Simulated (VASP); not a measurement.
Wanted: the native input for a VASP 6.6.1 run.

```yaml
Task: single point
Functional: PBE
Potentials_or_basis: VASP PAW PBE potentials, release 64 (B, P)
Cutoff: 520 eV
k_mesh: 12 × 12 × 4
Occupations: gaussian, width 0.1 eV
Spin: no spin polarisation
Dipole_correction: no
k_mesh_for_the_DOS: 18 × 18 × 6
Occupations_for_the_DOS: tetrahedron
Further_INCAR_settings: ALGO = Normal; EDIFF = 1e-06
```

BP4:

```xyz
5
Lattice="3.1716 0.0000 0.0000 -1.5858 2.7467 0.0000 0.0000 0.0000 11.0321" Properties=species:S:1:pos:R:3 pbc="T T T"
B     1.5858    0.9156    5.5160
P     0.0000    1.8311    1.5585
P     0.0000    1.8311    9.4736
P     0.0000    0.0000    5.5160
P     1.5858    0.9156    0.0000
```

One way to write it, as run:

POSCAR

```
BP4
1.0
    3.1715994411      0.0000000000      0.0000000000
   -1.5857997205      2.7466856866      0.0000000000
    0.0000000000      0.0000000000     11.0320788510
B P
1 4
Direct
    0.6666666667      0.3333333333      0.5000000000
    0.3333333333      0.6666666667      0.1412711414
    0.3333333333      0.6666666667      0.8587288586
    0.0000000000      0.0000000000      0.5000000000
    0.6666666667      0.3333333333      0.0000000000
```

INCAR.step1

```
ALGO = Normal
EDIFF = 1E-6
ENCUT = 520
GGA = PE
ISIF = 2
ISMEAR = 0
LASPH = T
LCHARG = T
LREAL = F
LWAVE = F
NBANDS = 20
NELM = 80
PREC = Accurate
SIGMA = 0.1
```

KPOINTS.step1

```
k-points
0
Gamma
  12 12 4
```

INCAR.step2

```
ALGO = Normal
EDIFF = 1E-6
ENCUT = 520
GGA = PE
ICHARG = 11
ISIF = 2
ISMEAR = -5
LASPH = T
LCHARG = F
LORBIT = 10
LREAL = F
LWAVE = F
NEDOS = 2001
NELM = 80
PREC = Accurate
SIGMA = 0.1
```

KPOINTS.step2

```
k-points
0
Gamma
  18 18 6
```

Potentials or basis: VASP PAW PBE potentials, release 64 (B, P).

Run with:

```sh
$ cat potpaw_PBE.64/B/POTCAR potpaw_PBE.64/P/POTCAR > POTCAR
$ cp INCAR.step1 INCAR
$ cp KPOINTS.step1 KPOINTS
$ mpirun -np 1 vasp_std > vasp.out
$ cp INCAR.step2 INCAR
$ cp KPOINTS.step2 KPOINTS
$ mpirun -np 1 vasp_std > vasp.out
```

It gave:

- Valence electrons inside the program's atomic spheres: B 2.00; P 2.36, 2.64, 2.38 (each value once)

It took 100 s on 1 thread of Intel(R) Xeon(R) Platinum 8488C (Sapphire Rapids), on a shared host, peak memory 0.32 GiB.
